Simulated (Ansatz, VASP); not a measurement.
# Ge2Sb2Te5: VASP beside Ansatz

```
Te Sb Ge
1.0
     4.29406    0.08588    0.00000
    -2.07266    3.67583    0.00000
     0.00000    0.00000   17.10135
Te Sb Ge
5 2 2
Direct
  0.66667 0.33333 0.41989
  0.33333 0.66667 0.58011
  0.33333 0.66667 0.20154
  0.66667 0.33333 0.79846
  0.00000 0.00000 0.00000
  0.00000 0.00000 0.32007
  0.00000 0.00000 0.67993
  0.66667 0.33333 0.10290
  0.33333 0.66667 0.89711
```

Alike in both runs: task single point; functional PBE; k mesh 5 × 5 × 2; occupations fermi-dirac, width 0.05 eV; no spin polarisation.

|  | VASP | Ansatz |
| --- | --- | --- |
| version | VASP 6.6.1 | Ansatz 0.2.0 |
| potentials or method | VASP PAW PBE potentials, release 64 (Te, Sb, Ge_d) | Ansatz PAW |
| plane-wave cutoff (eV) | 520 | 420 |
| valence electrons in the cell | 68 | 138 |

|  | VASP | Ansatz | Ansatz less VASP |
| --- | --- | --- | --- |
| gap on the k mesh at the Fermi level (eV) | 0.06 | 0.06 | +0.007 |
| least direct gap on the mesh (eV) | 0.06 | 0.06 | +0.007 |
| pressure (GPa) | 0.3 | 0.4 | +0.01 |
| traceless stress, the component that is largest in VASP (GPa) | -1.42 | -1.42 | -0.002 |
| rms of the force components (eV/Å) | 0.048 | 0.051 | +0.0024 |

Atom by atom the forces differ by 0.008 eV/Å (rms over components). VASP's potentials hold 68 valence electrons a cell and Ansatz's 138, so a difference there can come from the potentials and not from the codes.

Spin-orbit coupling is off throughout. Noted on Ansatz's run: odd divisions of the mesh miss points on the zone boundary, where band edges often lie, so the gap on the mesh can be too wide.
